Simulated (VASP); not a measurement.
# Al (a cell with a defect) in VASP: single point with PBE+D3(BJ)

Aim: the single point of Al (a cell with a defect) with PBE+D3(BJ).

Everything below comes from runs of VASP 6.6.1. Logs are shortened: lines on timing, memory, paths and dates and some standing lists are left out, and cuts for length are marked.

## (1) The cell of the first run

The cell holds a defect, 33 atoms: a = 8.100 Å, b = 8.100 Å, c = 8.100 Å, α = 90.00°, β = 90.00°, γ = 90.00°.

## (2) Single point, PBE+D3(BJ)

File INCAR:

```
SYSTEM = Al
PREC = Accurate
ENCUT = 520
EDIFF = 1E-6
ISMEAR = 0
SIGMA = 0.05
LREAL = Auto
LASPH = .TRUE.
NELM = 80
ALGO = Normal
ISIF = 2
LWAVE = .FALSE.
LCHARG = .TRUE.
GGA = PE
IVDW = 12
LELF = .TRUE.
LVHAR = .TRUE.
NBANDS = 72
```

File KPOINTS:

```
Automatic mesh
0
G
  3 3 3
  0 0 0
```

File POSCAR:

```
Al
1.0
    8.1000000000      0.0000000000      0.0000000000
    0.0000000000      8.1000000000      0.0000000000
    0.0000000000      0.0000000000      8.1000000000
Al
33
Direct
    0.5011056790     -0.0049706173     -0.0007546914
    0.7401055556      0.2494267901     -0.0074924691
    0.7467193827     -0.0030528395      0.2487571605
   -0.0019306173     -0.0222837037     -0.0150979012
    0.2645323457      0.2494643210     -0.0116492593
    0.5003737037      0.4988492593      0.0025851852
    0.7456849383      0.7440830864      0.0060409877
    0.2565000000     -0.0067825926      0.2475500000
    0.4976186420      0.2463938272      0.2442669136
    0.7420280247      0.4969596296      0.2527807407
    0.4993324691     -0.0048671605      0.4990120988
    0.7112396296      0.2414329630      0.5079200000
    0.7461582716      0.0004595062      0.7495149383
   -0.0006366667      0.4991764198      0.0017576543
    0.2539275309      0.7444232099      0.0057270370
    0.0088027160      0.2070143210      0.1676466667
    0.2503511111      0.4955946914      0.2545630864
    0.5004588889      0.7469264198      0.2508190123
    0.0001572840     -0.0013819753      0.4977065432
    0.2752717284      0.2440886420      0.5054682716
    0.4977456790      0.5052198765      0.5037508642
    0.7389188889      0.7577065432      0.5004487654
    0.2530929630      0.0001871605      0.7498646914
    0.4992376543      0.2511611111      0.7552428395
    0.7474479012      0.5011412346      0.7525229630
   -0.0006566667      0.7494428395      0.2494438272
    0.0092020988      0.5875767901      0.5419704938
    0.2663602469      0.7621845679      0.5005108642
    0.0002097531      0.2525692593      0.7513718519
    0.2559100000      0.5024306173      0.7564670370
    0.5012379012      0.7506022222      0.7553456790
   -0.0020198765      0.7643554321      0.7754672840
   -0.0130272840      0.3334227160      0.4202627160
```

Potentials or basis: VASP PAW PBE potentials, release 64 (Al).

Run with:

```
$ cat potpaw_PBE.64/Al/POTCAR > POTCAR
$ mpirun -np 1 vasp_std > vasp.out
```

OUTCAR:

```text
SYSTEM = Al
   PREC = Accurate
   ENCUT = 520
   EDIFF = 1E-6
   ISMEAR = 0
   LREAL = Auto
   LASPH = .TRUE.
   NELM = 80
   ISIF = 2
   GGA = PE
   IVDW = 12
 IVDW          = 12

 ion  position               nearest neighbor table
   1  0.501  0.995  0.999-  31 2.80   5 2.82   8 2.82   2 2.83  13 2.83   3 2.84   7 2.84   9 2.84
                            23 2.85  15 2.85  18 2.86  24 2.87
   2  0.740  0.249  0.993-  16 2.62  24 2.74   6 2.80  25 2.82  13 2.82   1 2.83   9 2.83  29 2.87
                            10 2.91   3 2.91  14 2.92   4 3.04
   3  0.747  0.997  0.249-  16 2.80  22 2.81   1 2.84   7 2.84  18 2.84  11 2.85   9 2.86  26 2.86
                            19 2.88  12 2.90   2 2.91   4 2.96
   4  0.998  0.978  0.985-  16 2.38  32 2.42   7 2.79  13 2.80  15 2.81  23 2.82  26 2.83  29 2.92
                             3 2.96   8 2.99   2 3.04   5 3.08
   5  0.265  0.249  0.988-  16 2.55  24 2.68  30 2.78   6 2.78  23 2.80   9 2.80   1 2.82  29 2.88
                            17 2.94  14 2.95   8 2.95   4 3.08
   6  0.500  0.499  0.003-   5 2.78   2 2.80   7 2.81  30 2.81  10 2.82  15 2.82   9 2.83  24 2.84
                            18 2.84  25 2.85  31 2.86  17 2.88
   7  0.746  0.744  0.006-  32 2.77   4 2.79  18 2.81   6 2.81  10 2.83  31 2.84   1 2.84   3 2.84
                            25 2.84  26 2.85  14 2.86  13 2.94
   8  0.257  0.993  0.248-  16 2.73  28 2.78  18 2.81  15 2.81   1 2.82  11 2.83   9 2.83  26 2.87
                            19 2.90  20 2.92   5 2.95   4 2.99
   9  0.498  0.246  0.244-  12 2.75  20 2.78   5 2.80   6 2.83   2 2.83   8 2.83  10 2.84   1 2.84
[... 5 lines left out ...]
  12  0.711  0.241  0.508-  33 2.46  11 2.63  24 2.64   9 2.75  21 2.75  13 2.78   3 2.90  25 2.90
                            10 2.94  19 3.06  29 3.06
  13  0.746  0.000  0.750-  12 2.78   4 2.80  32 2.80  22 2.82   2 2.82   1 2.83  31 2.83  11 2.85
                            24 2.85  19 2.90  29 2.90   7 2.94
  14  0.999  0.499  0.002-  16 2.72  32 2.82  29 2.85  26 2.85   7 2.86  15 2.86  25 2.87  30 2.88
                            17 2.89  10 2.91   2 2.92   5 2.95
  15  0.254  0.744  0.006-  32 2.79   4 2.81   8 2.81  30 2.81  18 2.82   6 2.82  17 2.85  31 2.85
                             1 2.85  26 2.86  14 2.86  23 2.93
  16  0.009  0.207  0.168-  33 2.29   4 2.38   5 2.55   2 2.62  14 2.72   8 2.73   3 2.80  17 3.13
                            19 3.16  10 3.27
  17  0.250  0.496  0.255-  33 2.84   9 2.84  21 2.85  15 2.85  18 2.87   6 2.88  20 2.88  14 2.89
                            26 2.89   5 2.94  28 2.94  16 3.13  27 3.13
  18  0.500  0.747  0.251-  28 2.78  22 2.80   7 2.81   8 2.81  10 2.82  15 2.82  21 2.83   3 2.84
                             6 2.84  11 2.84   1 2.86  17 2.87
  19  0.000  0.999  0.498-  33 2.79  26 2.85   3 2.88  22 2.88  28 2.88  23 2.89  13 2.90   8 2.90
                            29 2.91  32 2.94  20 2.99  12 3.06  16 3.16  27 3.35
  20  0.275  0.244  0.505-  33 2.54  11 2.71  24 2.72   9 2.78  21 2.78  23 2.80  17 2.88   8 2.92
                            30 2.92  19 2.99  29 2.99
  21  0.498  0.505  0.504-  12 2.75  20 2.78  28 2.80  22 2.83  30 2.83  18 2.83  10 2.84  17 2.85
                            31 2.85  25 2.86  24 2.90   9 2.97
  22  0.739  0.758  0.500-  27 2.61  11 2.73  18 2.80   3 2.81  13 2.82  31 2.82  21 2.83  19 2.88
                            10 2.91  25 2.91  26 2.93  32 3.06
  23  0.253  0.000  0.750-  28 2.79   5 2.80  20 2.80   4 2.82  32 2.82  11 2.85  24 2.85   1 2.85
                            31 2.85  19 2.89  29 2.89  15 2.93
  24  0.499  0.251  0.755-  12 2.64   5 2.68  20 2.72   2 2.74  30 2.83   6 2.84  23 2.85  13 2.85
                            25 2.85   1 2.87  21 2.90  11 2.93
  25  0.747  0.501  0.753-  27 2.81   2 2.82  31 2.84   7 2.84   6 2.85  24 2.85  21 2.86  14 2.87
                            29 2.87  12 2.90  22 2.91  32 2.95
  26  0.999  0.749  0.249-  27 2.71   4 2.83   7 2.85  19 2.85  14 2.85  15 2.86   3 2.86   8 2.87
                            17 2.89  10 2.92  22 2.93  28 2.97
  27  0.009  0.588  0.542-  33 2.29  32 2.37  28 2.54  22 2.61  26 2.71  30 2.74  25 2.81  17 3.13
                            29 3.20  10 3.27  19 3.35
  28  0.266  0.762  0.501-  27 2.54  11 2.67  18 2.78   8 2.78  23 2.79  21 2.80  31 2.81  19 2.88
                            17 2.94  30 2.96  26 2.97  32 3.11
  29  0.000  0.253  0.751-  33 2.76  14 2.85  25 2.87   2 2.87   5 2.88  23 2.89  30 2.90  13 2.90
                            19 2.91   4 2.92  20 2.99  12 3.06  27 3.20
  30  0.256  0.502  0.756-  27 2.74   5 2.78   6 2.81  15 2.81  31 2.83  24 2.83  21 2.83  14 2.88
                            29 2.90  20 2.92  28 2.96  32 2.98
  31  0.501  0.751  0.755-   1 2.80  28 2.81  22 2.82  30 2.83  13 2.83   7 2.84  25 2.84  21 2.85
                            15 2.85  23 2.85   6 2.86  11 2.87
  32  0.998  0.764  0.775-  27 2.37   4 2.42   7 2.77  15 2.79  13 2.80  23 2.82  14 2.82  19 2.94
                            25 2.95  30 2.98  22 3.06  28 3.11
  33  0.987  0.333  0.420-  27 2.29  16 2.29  12 2.46  20 2.54  10 2.74  29 2.76  19 2.79  17 2.84

  LATTYP: Found a simple cubic cell.
 ALAT       =     8.1000000000

  Lattice vectors:

 A1 = (   8.1000000000,   0.0000000000,   0.0000000000)
 A2 = (   0.0000000000,   8.1000000000,   0.0000000000)
 A3 = (   0.0000000000,   0.0000000000,   8.1000000000)

Analysis of symmetry for initial positions (statically):
=====================================================================
 Subroutine PRICEL returns:
 Original cell was already a primitive cell.

 Routine SETGRP: Setting up the symmetry group for a
 simple cubic supercell.

 Subroutine GETGRP returns: Found  1 space group operations
 (whereof  1 operations were pure point group operations)
 out of a pool of 48 trial point group operations.

The static configuration has the point symmetry C_1 .

[... 115 lines left out ...]
     0.000000000  0.041152263  0.000000000     0.000000000  0.333333333  0.000000000
     0.000000000  0.000000000  0.041152263     0.000000000  0.000000000  0.333333333

  Length of vectors
     0.041152263  0.041152263  0.041152263

  Shift w.r.t. Gamma in fractional coordinates (k-lattice)
     0.000000000  0.000000000  0.000000000

 Subroutine IBZKPT returns following result:
 ===========================================

 Found     14 irreducible k-points:

 Following reciprocal coordinates:
            Coordinates               Weight
  0.000000  0.000000  0.000000      1.000000
  0.333333  0.000000  0.000000      2.000000
  0.000000  0.333333  0.000000      2.000000
  0.000000  0.000000  0.333333      2.000000
  0.333333  0.333333  0.000000      2.000000
  0.000000  0.333333  0.333333      2.000000
  0.333333  0.000000  0.333333      2.000000
 -0.333333  0.333333  0.000000      2.000000
 -0.333333  0.000000  0.333333      2.000000
  0.000000 -0.333333  0.333333      2.000000
  0.333333  0.333333  0.333333      2.000000
 -0.333333  0.333333  0.333333      2.000000
 -0.333333 -0.333333  0.333333      2.000000
  0.333333 -0.333333  0.333333      2.000000
   k-points           NKPTS =     14   k-points in BZ     NKDIM =     14   number of bands    NBANDS=     72
   number of dos      NEDOS =    301   number of ions     NIONS =     33
   total plane-waves  NPLWV = 216000
   dimension x,y,z NGX =    60 NGY =   60 NGZ =   60
   dimension x,y,z NGXF=   120 NGYF=  120 NGZF=  120
   ions per type =              33
   NGX,Y,Z   is equivalent  to a cutoff of  12.31, 12.31, 12.31 a.u.
   NGXF,Y,Z  is equivalent  to a cutoff of  24.63, 24.63, 24.63 a.u.
 SYSTEM =  Al
   PREC   = accura    normal or accurate (medium, high low for compatibility)
   ISTART =      0    job   : 0-new  1-cont  2-samecut
   ICHARG =      2    charge: 1-file 2-atom 10-const
   ISPIN  =      1    spin polarized calculation?
   LNONCOLLINEAR =      F non collinear calculations
   LSORBIT =      F    spin-orbit coupling
   LASPH  =      T    aspherical Exc in radial PAW
   ENCUT  =  520.0 eV  38.22 Ry    6.18 a.u.  15.06 15.06 15.06*2*pi/ulx,y,z
   NELM   =     80;   NELMIN=  2; NELMDL= -5     # of ELM steps
   EDIFF  = 0.1E-05   stopping-criterion for ELM
   LREAL  =      T    real-space projection
   EDIFFG = 0.1E-04   stopping-criterion for IOM
   NSW    =      0    number of steps for IOM
[... 5 lines left out ...]
   TEBEG  =    0.0;   TEEND  =   0.0 temperature during run
   PSTRESS=    0.0 pullay stress
   NELECT =      99.0000    total number of electrons
   NUPDOWN=      -1.0000    fix difference up-down
   EMIN   =  10.00;   EMAX   =-10.00  energy-range for DOS
   EFERMI =   0.00;   METHOD = LEGACY
   ISMEAR =     0;   SIGMA  =   0.05  broadening in eV -4-tet -1-fermi 0-gaus
   EFERMI_NEDOS =   21; number of points for ismear=-14 and -15
   IALGO  =     38    algorithm
   IMIX   =      4    mixing-type and parameters
     AMIX     =   0.40;   BMIX     =  1.00
     AMIX_MAG =   1.60;   BMIX_MAG =  1.00
  volume/ion in A,a.u.               =      16.10       108.68
  Fermi-wavevector in a.u.,A,eV,Ry     =   0.934978  1.766853 11.894002  0.874184
  Thomas-Fermi vector in A             =   2.061839
   LORBIT       =      0    0 simple, 1 ext, 2 COOP (PROOUT), +10 PAW based schemes
   GGA     = PE    functional components
   LHFCALC =     F    Hartree Fock is set to
   AEXX    =    0.0000 exact exchange contribution
   IVDW    =    12    specifies the selected vdW correction
   LEPSILON=     F    determine dielectric tensor
   LRPA    =     F    only Hartree local field effects (RPA)
 non-spin polarized calculation
 Gauss-broadening in eV      SIGMA  =   0.05
  energy-cutoff  :      520.00
  volume of cell :      531.44
 maximum number of plane-waves:     14358
   NGX = 31   NGY = 31   NGZ = 31

 number of electron      99.0000000 magnetization

 Free energy of the ion-electron system (eV)
  ---------------------------------------------------
  ext. energy  EPLUGINS =         0.00000000
  ---------------------------------------------------
  free energy    TOTEN  =      -120.92386154 eV

  energy without entropy =     -120.90848568  energy(sigma->0) =     -120.91617361

 E-fermi :   8.2623     XC(G=0): -10.2734

 val. band max:        8.2616509945   @ k =  -0.3333   0.3333   0.0000
 cond. band min:       8.2809202931   @ k =   0.3333   0.0000   0.0000
 fundamental gap:      0.0192692986
 Fermi energy:         8.2622899795

 k-point     1 :       0.0000    0.0000    0.0000
  band No.  band energies     occupation
      1      -3.0738      2.00000
      2      -0.9946      2.00000
      3      -0.9381      2.00000
      4      -0.9063      2.00000
      5      -0.7655      2.00000
      6      -0.7305      2.00000
[... 885 lines left out ...]
     60       9.8158      0.00000
     61       9.8845      0.00000
 [bands above 61 left out]

------------------------ aborting loop because EDIFF is reached ----------------------------------------

 Edisp (eV)  -11.38933

 E8    (eV) :    -5.0968

  FORCE on cell =-STRESS in cart. coord.  units (eV):
  Direction    XX          YY          ZZ          XY          YZ          ZX
  --------------------------------------------------------------------------------------
  -------------------------------------------------------------------------------------
  Total       0.88422     6.94393     6.73892     0.74598     8.54695    -0.67222
  in kB       2.66572    20.93442    20.31635     2.24898    25.76716    -2.02659
  external pressure =       14.64 kB  Pullay stress =        0.00 kB

 VOLUME and BASIS-vectors are now :
 -----------------------------------------------------------------------------
  energy-cutoff  :      520.00
  volume of cell :      531.44
      direct lattice vectors                 reciprocal lattice vectors
     8.100000000  0.000000000  0.000000000     0.123456790  0.000000000  0.000000000
     0.000000000  8.100000000  0.000000000     0.000000000  0.123456790  0.000000000
     0.000000000  0.000000000  8.100000000     0.000000000  0.000000000  0.123456790

 POSITION                                       TOTAL-FORCE (eV/Angst)
 -----------------------------------------------------------------------------------
      4.05896      8.05974      8.09389         0.002099     -0.014541      0.008679
      5.99486      2.02036      8.03931        -0.049582      0.018115     -0.047993
      6.04843      8.07527      2.01493         0.044389      0.041962     -0.028042
      8.08436      7.91950      7.97771        -0.006530     -0.049748      0.046435
      2.14271      2.02066      8.00564         0.065240      0.026588     -0.049093
      4.05303      4.04068      0.02094         0.006113      0.023898      0.037339
[... 25 lines left out ...]
      8.08364      6.19128      6.28129        -0.004494     -0.061384      0.062779
      7.99448      2.70072      3.40413         0.034268     -0.600173      0.567130
 -----------------------------------------------------------------------------------
    total drift:                                0.012482     -0.004123     -0.006269

  FREE ENERGIE OF THE ION-ELECTRON SYSTEM (eV)
  ---------------------------------------------------
  free  energy   TOTEN  =      -132.3131913697 eV

  energy  without entropy=     -132.2978155080  energy(sigma->0) =     -132.30550344
```

Wall time 13 min (1 thread of Intel Xeon Platinum 8375C at 2.90GHz (Ice Lake), shared host); peak memory 0.63 GiB.

Results:

| Quantity | Value |
| --- | --- |
| Free energy | -132.3132 eV |
| Pressure | 1.5 GPa |
| Largest force | 0.826 eV/Å |
| Band gap on the k mesh | zero (an odd number of electrons rules out a gap without spin polarisation) |
| Dispersion energy per atom | -0.345 eV |

Forces in eV/Å, atoms in the order of the input:
```
Al   0.002 -0.015  0.009
Al  -0.050  0.018 -0.048
Al   0.044  0.042 -0.028
Al  -0.007 -0.050  0.046
Al   0.065  0.027 -0.049
Al   0.006  0.024  0.037
Al  -0.005 -0.013  0.012
Al  -0.060  0.050 -0.033
Al   0.003  0.027 -0.037
Al   0.198 -0.047  0.050
Al  -0.008 -0.036 -0.006
Al  -0.188 -0.051  0.053
Al   0.003 -0.021  0.020
Al  -0.007  0.035  0.005
Al   0.005 -0.013  0.012
Al  -0.018  0.298 -0.298
Al  -0.152 -0.044  0.046
Al   0.007 -0.039 -0.028
Al   0.002 -0.013 -0.027
Al   0.162 -0.053  0.051
Al   0.004  0.036 -0.026
Al  -0.056  0.050 -0.016
Al  -0.001 -0.023  0.022
Al  -0.009  0.007  0.037
Al   0.046  0.028 -0.042
Al  -0.011  0.000 -0.049
Al  -0.020  0.344 -0.300
Al   0.073  0.050 -0.027
Al   0.003  0.022  0.019
Al  -0.065  0.032 -0.054
Al   0.003 -0.011  0.017
Al  -0.004 -0.061  0.063
Al   0.034 -0.600  0.567
```

Levels at points of the mesh, in eV from the Fermi level:
| k point | band 46 | band 47 | band 48 | band 49 | band 50 | band 51 | band 52 | band 53 |
| --- | --- | --- | --- | --- | --- | --- | --- | --- |
| (0.00, 0.00, 0.00) | -0.41 | -0.33 | -0.26 | -0.02 | 0.12 | 0.13 | 0.21 | 0.42 |
